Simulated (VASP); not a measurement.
Write the native input for VASP 6.6.1 that does the following.

```yaml
Task: single point
Functional: PBEsol
Potentials_or_basis: VASP PAW PBE potentials, release 64 (Se)
Cutoff: 520 eV
k_mesh: 7 × 7 × 6
Occupations: fermi-dirac, width 0.05 eV
Spin: no spin polarisation
Dipole_correction: no
Further_INCAR_settings: ALGO = Normal; EDIFF = 1e-06; NBANDS = 16
```

The structure of Se lies in POSCAR:

```
Se
1.0
    4.3662000000      0.0000000000      0.0000000000
   -2.1831000000      3.7812401180      0.0000000000
    0.0000000000      0.0000000000      4.9536000000
Se
3
Direct
    0.7746000000      0.7746000000      0.0000000000
    0.0000000000      0.2254000000      0.6666666667
    0.2254000000      0.0000000000      0.3333333333
```

One way to write it, as run:

INCAR

```
SYSTEM = Se
ALGO = Normal ; EDIFF = 1E-6
ENCUT = 520 ; GGA = PS
ISIF = 2 ; ISMEAR = -1
LASPH = .True. ; LCHARG = .False.
LREAL = .False. ; LWAVE = .False.
NBANDS = 16 ; NELM = 80
PREC = Accurate ; SIGMA = 0.05
```

KPOINTS

```
k-points
0
Gamma
  7 7 6
  0 0 0
```

Potentials or basis: VASP PAW PBE potentials, release 64 (Se).

Command:

```console
$ cat potpaw_PBE.64/Se/POTCAR > POTCAR
$ mpirun -np 1 vasp_std > vasp.out
```

It gave:

```json
{
 "Pressure": "0.4 GPa",
 "Largest force": "0.333 eV/Å",
 "Band gap on the k mesh": "1.14 eV, indirect (least direct gap 1.43 eV)"
}
```

Caveat: the PAW data sets were made with another functional, which shifts forces and pressure a little.

It took 50 s on 1 thread of Intel(R) Xeon(R) Platinum 8259CL CPU @ 2.50GHz (Skylake/Cascade Lake) (shared host), peak memory 0.2 GiB.
